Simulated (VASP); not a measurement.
**Al18O: single point with PBE**

System: Al18O, a slab with vacuum.

```xyz
19
Lattice="12.1500 0.0000 0.0000 0.0000 5.7276 0.0000 0.0000 0.0000 14.8638" Properties=species:S:1:pos:R:3 pbc="T T T"
Al    0.0000    0.0000    1.0000
Al    4.0500    0.0000    1.0000
Al    8.1000    0.0000    1.0000
Al    0.0000    2.8638    1.0000
Al    4.0500    2.8638    1.0000
Al    8.1000    2.8638    1.0000
Al    2.0135    1.4719    2.3192
Al    6.0762    1.4113    2.1127
Al   10.1539    1.4670    2.2966
Al    2.1309    4.3317    2.7824
Al    6.0439    4.3367    2.0665
Al    9.9223    4.3314    2.6784
Al   -0.0468    0.0506    3.8655
Al    4.1915    0.1315    3.7890
Al    8.0671    0.6327    3.8802
Al   -0.0476    2.8952    3.8496
Al    4.3037    2.7317    3.7426
Al    7.4658    3.3696    4.0760
O     5.5841    4.1522    3.9055
```

| Item | Value |
| --- | --- |
| Program | VASP 6.6.1 |
| Task | single point |
| Functional | PBE |
| Potentials or basis | VASP PAW PBE potentials, release 64 (Al, O) |
| Cutoff | 520 eV |
| k mesh | 2 × 4 × 1 |
| Occupations | gaussian, width 0.05 eV |
| Spin | no spin polarisation |

* Largest force: 0.607 eV/Å
* Band gap on the k mesh: zero (bands 30 and 31 overlap by 0.80 eV)

Forces on the atoms (eV/Å):
```
Al   0.141 -0.109  0.094
Al  -0.519  0.226 -0.218
Al   0.338 -0.049 -0.065
Al   0.155  0.120  0.002
Al  -0.422 -0.231 -0.242
Al   0.214  0.236  0.190
Al   0.001 -0.032  0.022
Al   0.047  0.040 -0.023
Al  -0.041  0.014  0.042
Al  -0.047 -0.025 -0.062
Al  -0.029  0.154 -0.368
Al   0.016  0.008 -0.024
Al  -0.009  0.009 -0.044
Al   0.110 -0.276  0.068
Al   0.011 -0.116  0.024
Al   0.012 -0.015 -0.013
Al  -0.336  0.246  0.059
Al   0.438  0.112  0.130
O   -0.082 -0.315  0.427
```

Levels at points of the mesh, in eV from the Fermi level:
```tsv
k point	band 27	band 28	band 29	band 30	band 31	band 32	band 33	band 34
(0.00, 0.00, 0.00)	-1.29	-1.13	-1.01	-0.94	-0.55	-0.43	0.17	0.31
(0.50, 0.00, 0.00)	-1.10	-0.91	-0.63	-0.40	0.09	0.32	0.39	0.50
(0.00, 0.50, 0.00)	-0.56	-0.42	-0.36	-0.34	0.12	0.40	0.50	0.84
(0.50, 0.50, 0.00)	-0.78	-0.30	-0.14	0.25	0.47	0.61	0.63	0.76
```

Run time: 17 min on 1 thread of Intel Xeon 8259CL, with other jobs on the host, peak memory 0.95 GiB.

Caveat: there is no dipole correction, which matters where the two faces differ.
